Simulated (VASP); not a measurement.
# Y (Im-3m) in VASP: a series of runs

Runs on Y. Level: LDA. Tasks: single point, relaxation of cell and atoms.

Everything below comes from runs of VASP 6.6.1. Logs are shortened: lines on timing, memory, paths and dates and some standing lists are left out, and cuts for length are marked.

### Step 1. The cell of the first run

It takes space group Im-3m (No. 229, cubic). The conventional cell has a = 3.317 Å, b = 3.317 Å, c = 3.317 Å, α = 90.00°, β = 90.00°, γ = 90.00°. Within 3.8 Å of Y (site symmetry m-3m) lie 14 Y at 2.87 to 3.32 Å.

This isn't the form of Y at room conditions, which is hcp.

### Step 2. Single point, LDA

Contents of INCAR:

```
PREC = Accurate
ENCUT = 500
EDIFF = 1E-6
ISMEAR = 1
SIGMA = 0.05
LREAL = F
LASPH = T
NELM = 120
ALGO = Normal
ISIF = 2
LWAVE = F
LCHARG = F
NBANDS = 12
GGA_COMPAT = F
```

Contents of KPOINTS:

```
regular mesh
0
Gamma
  16 16 16
```

Contents of POSCAR:

```
Y
1.0
   -1.6583170395      1.6583170395      1.6583170395
    1.6583170395     -1.6583170395      1.6583170395
    1.6583170395      1.6583170395     -1.6583170395
Y
1
Direct
    0.0000000000      0.0000000000      0.0000000000
```

Potentials or basis: VASP PAW LDA potentials, release 64 (Y_sv).

Run with:

```
cat potpaw_LDA.64/Y_sv/POTCAR > POTCAR
mpirun -np 1 vasp_std > vasp.out
```

OUTCAR:

```text
PREC = Accurate
   ENCUT = 500
   EDIFF = 1E-6
   ISMEAR = 1
   LREAL = F
   LASPH = T
   NELM = 120
   ISIF = 2

 ion  position               nearest neighbor table
   1  0.000  0.000  0.000-

  LATTYP: Found a body centered cubic cell.
 ALAT       =     3.3166340790

  Lattice vectors:

 A1 = (  -1.6583170395,   1.6583170395,   1.6583170395)
 A2 = (   1.6583170395,  -1.6583170395,   1.6583170395)
 A3 = (   1.6583170395,   1.6583170395,  -1.6583170395)

Analysis of symmetry for initial positions (statically):
=====================================================================
 Subroutine PRICEL returns:
 Original cell was already a primitive cell.

 Routine SETGRP: Setting up the symmetry group for a
 body centered cubic supercell.

 Subroutine GETGRP returns: Found 48 space group operations
 (whereof 48 operations were pure point group operations)
 out of a pool of 48 trial point group operations.

The static configuration has the point symmetry O_h .

Analysis of symmetry for dynamics (positions and initial velocities):
=====================================================================
 Subroutine PRICEL returns:
 Original cell was already a primitive cell.

 Routine SETGRP: Setting up the symmetry group for a
 body centered cubic supercell.

 Subroutine GETGRP returns: Found 48 space group operations
 (whereof 48 operations were pure point group operations)
 out of a pool of 48 trial point group operations.

The dynamic configuration has the point symmetry O_h .

 Subroutine INISYM returns: Found 48 space group operations
 (whereof 48 operations are pure point group operations),
 and found     1 'primitive' translations

----------------------------------------------------------------------------------------

                                     Primitive cell

  volume of cell :      18.2416

  direct lattice vectors                    reciprocal lattice vectors
    -1.658317039  1.658317039  1.658317039     0.000000000  0.301510500  0.301510500
     1.658317039 -1.658317039  1.658317039     0.301510500  0.000000000  0.301510500
     1.658317039  1.658317039 -1.658317039     0.301510500  0.301510500  0.000000000

  length of vectors
     2.872289367  2.872289367  2.872289367     0.426400239  0.426400239  0.426400239

  position of ions in fractional coordinates (direct lattice)
     0.000000000  0.000000000  0.000000000

  ion indices of the primitive-cell ions
   primitive index   ion index
                 1           1

----------------------------------------------------------------------------------------

 KPOINTS: regular mesh

Automatic generation of k-mesh.
 Grid dimensions read from file:
 generate k-points for:   16   16   16

 Generating k-lattice:

  Cartesian coordinates                     Fractional coordinates (reciprocal lattice)
     0.000000000  0.018844406  0.018844406     0.062500000  0.000000000  0.000000000
     0.018844406  0.000000000  0.018844406     0.000000000  0.062500000  0.000000000
     0.018844406  0.018844406  0.000000000     0.000000000  0.000000000  0.062500000

  Length of vectors
     0.026650015  0.026650015  0.026650015

  Shift w.r.t. Gamma in fractional coordinates (k-lattice)
     0.000000000  0.000000000  0.000000000

 Subroutine IBZKPT returns following result:
 ===========================================

 Found    145 irreducible k-points:

 Following reciprocal coordinates:
            Coordinates               Weight
  0.000000  0.000000  0.000000      1.000000
  0.062500  0.000000  0.000000     12.000000
  0.125000  0.000000  0.000000     12.000000
  0.187500  0.000000  0.000000     12.000000
  0.250000  0.000000  0.000000     12.000000
  0.312500  0.000000  0.000000     12.000000
[... 16 lines left out ...]
  0.187500  0.187500  0.000000     24.000000
  0.250000  0.187500  0.000000     48.000000
 [... further k-points ...]
   k-points           NKPTS =    145   k-points in BZ     NKDIM =    145   number of bands    NBANDS=     12
   number of dos      NEDOS =    301   number of ions     NIONS =      1
   total plane-waves  NPLWV =  13824
   dimension x,y,z NGX =    24 NGY =   24 NGZ =   24
   dimension x,y,z NGXF=    48 NGYF=   48 NGZF=   48
   ions per type =               1
   NGX,Y,Z   is equivalent  to a cutoff of  13.89, 13.89, 13.89 a.u.
   NGXF,Y,Z  is equivalent  to a cutoff of  27.78, 27.78, 27.78 a.u.
 SYSTEM =  unknown system
   PREC   = accura    normal or accurate (medium, high low for compatibility)
   ISTART =      0    job   : 0-new  1-cont  2-samecut
   ICHARG =      2    charge: 1-file 2-atom 10-const
   ISPIN  =      1    spin polarized calculation?
   LNONCOLLINEAR =      F non collinear calculations
   LSORBIT =      F    spin-orbit coupling
   LASPH  =      T    aspherical Exc in radial PAW
   ENCUT  =  500.0 eV  36.75 Ry    6.06 a.u.   5.24  5.24  5.24*2*pi/ulx,y,z
   NELM   =    120;   NELMIN=  2; NELMDL= -5     # of ELM steps
   EDIFF  = 0.1E-05   stopping-criterion for ELM
   LREAL  =      F    real-space projection
   EDIFFG = 0.1E-04   stopping-criterion for IOM
   NSW    =      0    number of steps for IOM
   IBRION =     -1    ionic relax: 0-MD 1-quasi-New 2-CG
   NFREE  =      0    steps in history (QN), initial steepest desc. (CG)
   ISIF   =      2    stress and relaxation
   ISYM   =      2    0-nonsym 1-usesym 2-fastsym
   POTIM  = 0.5000    time-step for ionic-motion
   TEBEG  =    0.0;   TEEND  =   0.0 temperature during run
   PSTRESS=    0.0 pullay stress
   NELECT =      11.0000    total number of electrons
   NUPDOWN=      -1.0000    fix difference up-down
   EMIN   =  10.00;   EMAX   =-10.00  energy-range for DOS
   EFERMI =   0.00;   METHOD = LEGACY
   ISMEAR =     1;   SIGMA  =   0.05  broadening in eV -4-tet -1-fermi 0-gaus
   EFERMI_NEDOS =   21; number of points for ismear=-14 and -15
   IALGO  =     38    algorithm
   IMIX   =      4    mixing-type and parameters
     AMIX     =   0.40;   BMIX     =  1.00
     AMIX_MAG =   1.60;   BMIX_MAG =  1.00
  volume/ion in A,a.u.               =      18.24       123.10
  Fermi-wavevector in a.u.,A,eV,Ry     =   1.383093  2.613667 26.027228  1.912947
  Thomas-Fermi vector in A             =   2.507723
   LORBIT       =      0    0 simple, 1 ext, 2 COOP (PROOUT), +10 PAW based schemes
   GGA     = CA    functional components
   LHFCALC =     F    Hartree Fock is set to
   AEXX    =    0.0000 exact exchange contribution
   IVDW    =     0    specifies the selected vdW correction
   LEPSILON=     F    determine dielectric tensor
   LRPA    =     F    only Hartree local field effects (RPA)
 non-spin polarized calculation
 Methfessel and Paxton  Order N= 1 SIGMA  =   0.05
  energy-cutoff  :      500.00
  volume of cell :       18.24
 maximum number of plane-waves:       476
 NGX is ok and might be reduce to    24
   NGX = 11   NGY = 11   NGZ = 11

 number of electron      11.0000001 magnetization

 Free energy of the ion-electron system (eV)
  ---------------------------------------------------
  ext. energy  EPLUGINS =         0.00000000
  ---------------------------------------------------
  free energy    TOTEN  =        -5.66226398 eV

  energy without entropy =       -5.66245144  energy(sigma->0) =       -5.66232647

 E-fermi :   6.2869     XC(G=0): -12.2115

 val. band max:        6.2851503836   @ k =   0.1875   0.1875   0.1875
 cond. band min:       6.2878126492   @ k =  -0.3750   0.3750   0.0625
 fundamental gap:      0.0026622656
 Fermi energy:         6.2868890366

 k-point     1 :       0.0000    0.0000    0.0000
  band No.  band energies     occupation
      1     -35.5215      2.00000
      2     -13.9790      2.00000
      3     -13.9790      2.00000
      4     -13.9790      2.00000
      5       1.6118      2.00000
      6       8.5911      0.00000
      7       8.5911      0.00000
      8       8.5911      0.00000
      9      12.0339      0.00000
     10      12.0339      0.00000
     11      18.9360      0.00000
     12      18.9360      0.00000

 k-point     2 :       0.0625    0.0000    0.0000
  band No.  band energies     occupation
      1     -35.4973      2.00000
      2     -14.1195      2.00000
      3     -14.0168      2.00000
      4     -13.9816      2.00000
      5       1.8287      2.00000
      6       8.4294      0.00000
      7       8.5318      0.00000
      8       8.7929      0.00000
      9      11.7214      0.00000
     10      12.0052      0.00000
     11      19.1687      0.00000
     12      19.2959      0.00000

 k-point     3 :       0.1250    0.0000    0.0000
  band No.  band energies     occupation
      1     -35.4276      2.00000
      2     -14.5046      2.00000
      3     -14.1227      2.00000
      4     -13.9889      2.00000
      5       2.4143      2.00000
      6       8.0101      0.00000
      7       8.2894      0.00000
      8       9.3880      0.00000
      9      11.2572      0.00000
     10      11.9561      0.00000
     11      19.7756      0.00000
     12      20.3085      0.00000

 k-point     4 :       0.1875    0.0000    0.0000
  band No.  band energies     occupation
      1     -35.3213      2.00000
      2     -15.0461      2.00000
      3     -14.2769      2.00000
      4     -14.0001      2.00000
      5       3.1667      2.00000
      6       7.4682      0.00000
      7       7.9011      0.00000
      8      10.3481      0.00000
      9      11.1839      0.00000
     10      11.9640      0.00000
     11      20.4398      0.00000
     12      21.8361      0.00000

 k-point     5 :       0.2500    0.0000    0.0000
  band No.  band energies     occupation
      1     -35.1929      2.00000
      2     -15.6423      2.00000
      3     -14.4527      2.00000
      4     -14.0137      2.00000
      5       3.7210      2.00000
      6       6.9206     -0.00000
      7       7.8048      0.00000
      8      11.4922      0.00000
      9      11.6284      0.00000
     10      12.0942      0.00000
     11      20.5024      0.00000
     12      23.7562      0.00000
[... 228 lines left out ...]
      1     -34.8410      2.00000
      2     -16.8288      2.00000
      3     -15.0402      2.00000
      4     -14.2082      2.00000
      5       3.9164      2.00000
      6       6.0327      2.00000
      7       9.3452      0.00000
      8      12.0061      0.00000
      9      13.7661      0.00000
     10      16.9989      0.00000
     11      18.7748      0.00000
     12      21.8040      0.00000

 k-point    22 :       0.4375    0.1250    0.0000
  band No.  band energies     occupation
      1     -34.8153      2.00000
      2     -16.9121      2.00000
      3     -15.0829      2.00000
      4     -14.2125      2.00000
      5       3.8296      2.00000
      6       5.9774      2.00000
      7       9.7072      0.00000
      8      11.9843      0.00000
      9      13.9904      0.00000
     10      17.7270      0.00000
     11      18.4561      0.00000
     12      21.2660      0.00000

 k-point    23 :       0.1875    0.1875    0.0000
  band No.  band energies     occupation
      1     -35.0308      2.00000
      2     -16.1223      2.00000
      3     -14.7444      2.00000
      4     -14.2235      2.00000
      5       4.7138      2.00000
      6       6.4560     -0.00002
      7       7.3099      0.00000
      8      10.9410      0.00000
      9      13.3268      0.00000
     10      14.0002      0.00000
     11      20.9157      0.00000
     12      22.3653      0.00000

 k-point    24 :       0.2500    0.1875    0.0000
  band No.  band energies     occupation
      1     -34.9247      2.00000
      2     -16.4172      2.00000
      3     -15.0047      2.00000
      4     -14.2681      2.00000
      5       4.7660      2.00000
      6       6.2643      1.68435
      7       7.7426      0.00000
      8      11.3149      0.00000
      9      13.5281      0.00000
     10      15.6125      0.00000
     11      20.3129      0.00000
     12      22.8028      0.00000

 [... further k-points ...]

------------------------ aborting loop because EDIFF is reached ----------------------------------------

  FORCE on cell =-STRESS in cart. coord.  units (eV):
  Direction    XX          YY          ZZ          XY          YZ          ZX
  --------------------------------------------------------------------------------------
  -------------------------------------------------------------------------------------
  Total        5.0836057      5.0836057      5.0836057      0.0000000     -0.0000000      0.0000000
  in kB      446.4982473    446.4982473    446.4982473      0.0000000     -0.0000000      0.0000000
  external PRESSURE =     446.4982473 kB  Pullay stress =       0.0000000 kB

 VOLUME and BASIS-vectors are now :
 -----------------------------------------------------------------------------
  energy-cutoff  :      500.00
  volume of cell :       18.24
      direct lattice vectors                 reciprocal lattice vectors
    -1.658317039  1.658317039  1.658317039     0.000000000  0.301510500  0.301510500
     1.658317039 -1.658317039  1.658317039     0.301510500  0.000000000  0.301510500
     1.658317039  1.658317039 -1.658317039     0.301510500  0.301510500  0.000000000

 POSITION                                       TOTAL-FORCE (eV/Angst)
 -----------------------------------------------------------------------------------
      0.00000      0.00000      0.00000         0.000000      0.000000     -0.000000
 -----------------------------------------------------------------------------------
    total drift:                                0.000000      0.000000      0.000000

  FREE ENERGIE OF THE ION-ELECTRON SYSTEM (eV)
  ---------------------------------------------------
  free  energy   TOTEN  =        -5.6622639824 eV

  energy  without entropy=       -5.6624514423  energy(sigma->0) =       -5.66232647
```

It took 15 s on 1 thread of Intel Xeon Platinum 8488C (Sapphire Rapids), shared host; peak memory 0.16 GiB.

Results:

* Free energy: -5.6623 eV
* Pressure: 44.6 GPa
* Band gap on the k mesh: zero (an odd number of electrons rules out a gap without spin polarisation)

Levels at points of the mesh, in eV from the Fermi level:
| k point | band 2 | band 3 | band 4 | band 5 | band 6 | band 7 | band 8 | band 9 | band 10 | band 11 |
| --- | --- | --- | --- | --- | --- | --- | --- | --- | --- | --- |
| (0.00, 0.00, 0.00) | -20.27 | -20.27 | -20.27 | -4.68 | 2.30 | 2.30 | 2.30 | 5.75 | 5.75 | 12.65 |
| (0.50, 0.00, 0.00) | -23.34 | -21.17 | -20.34 | -3.05 | -0.51 | 4.59 | 6.15 | 7.21 | 10.73 | 10.86 |
| (0.50, 0.50, 0.50) | -22.25 | -22.25 | -22.25 | -3.49 | -3.49 | 9.57 | 9.57 | 9.57 | 10.79 | 10.79 |

Caveat: the cell stands under pressure.

(Part 1 of 2 ends here.)
